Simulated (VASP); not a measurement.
The system is FeO (Wuestite).

```
Fe O
1.0
     1.49829    0.86504    2.48552
    -1.49829    0.86504    2.48552
     0.00000   -1.73008    2.48552
Fe O
1 1
Cartesian
  0.0000 0.0000 0.0000
  0.0000 0.0000 3.7283
```

Base run:

```yaml
Program: VASP 6.6.1
Functional: LDA
Potentials_or_basis: VASP PAW LDA potentials, release 64 (Fe_sv, O)
Cutoff: 600 eV
k_mesh: 9 × 9 × 9
Occupations: fermi-dirac, width 0.05 eV
Spin: collinear spin, ferromagnetic start
Starting_moments: "[3.0, 0.0] μB"
```

Its results: pressure -12.8 GPa; net moment 3.93 μB per cell; site moments Fe +3.38; O +0.30 μB.

Problem. The run is repeated on the same cell with these changes: potentials or basis from VASP PAW LDA potentials, release 64 (Fe_sv, O) to VASP PAW LDA potentials, release 64 (Fe, O); cutoff from 600 eV to 520 eV; further incar settings from ALGO = Normal; EDIFF = 1e-06; NBANDS = 22 to ALGO = Normal; EDIFF = 1e-06; NBANDS = 18; valence electrons from 22 to 14. What comes out?

Solution. Pressure -10.3 GPa; net moment 3.92 μB per cell; site moments Fe +3.51; O +0.30 μB.

Caveats: a cell with one magnetic atom can't hold antiferromagnetic order, which such compounds often take.
